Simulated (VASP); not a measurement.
CdInC4N4, 10 atoms in the cell. It takes space group P-43m (No. 215, cubic). The conventional cell has a = 6.084 Å, b = 6.084 Å, c = 6.084 Å, α = 90.00°, β = 90.00°, γ = 90.00°. Within 2.8 Å of Cd (site symmetry -43m) lie 4 N at 2.10 Å. Within 2.7 Å of In (site symmetry -43m) lie 4 C at 2.00 Å. Within 1.6 Å of C (site symmetry 3m) lie 1 N at 1.17 Å. N (site symmetry 3m) has 1 C at 1.17 Å within 1.6 Å. 

| Quantity | Value |
| --- | --- |
| Program | VASP 6.6.1 |
| Task | single point |
| Functional | PBE |
| Potentials or basis | VASP PAW PBE potentials, release 64 (Cd, In_d, C, N) |
| Cutoff | 520 eV |
| k mesh | 4 × 4 × 4 |
| Occupations | gaussian, width 0.1 eV |
| Spin | no spin polarisation |
| Dipole correction | no |
| Further INCAR settings | ALGO = Normal; EDIFF = 1e-07; NBANDS = 42 |

Potentials or basis: VASP PAW PBE potentials, release 64 (Cd, In_d, C, N).

Run with:

```bash
$ cat potpaw_PBE.64/Cd/POTCAR potpaw_PBE.64/In_d/POTCAR potpaw_PBE.64/C/POTCAR potpaw_PBE.64/N/POTCAR > POTCAR
$ mpirun -np 1 vasp_std > vasp.out
```

Hardware: 1 thread of Intel Xeon 8259CL (shared host).

**Question.** Estimate the wall time of this run.

**Answer.** Wall time 3.7 min on 1 thread of Intel Xeon 8259CL, with other jobs on the host, peak memory 0.38 GiB. Counts: scf iterations 17, k points 10.
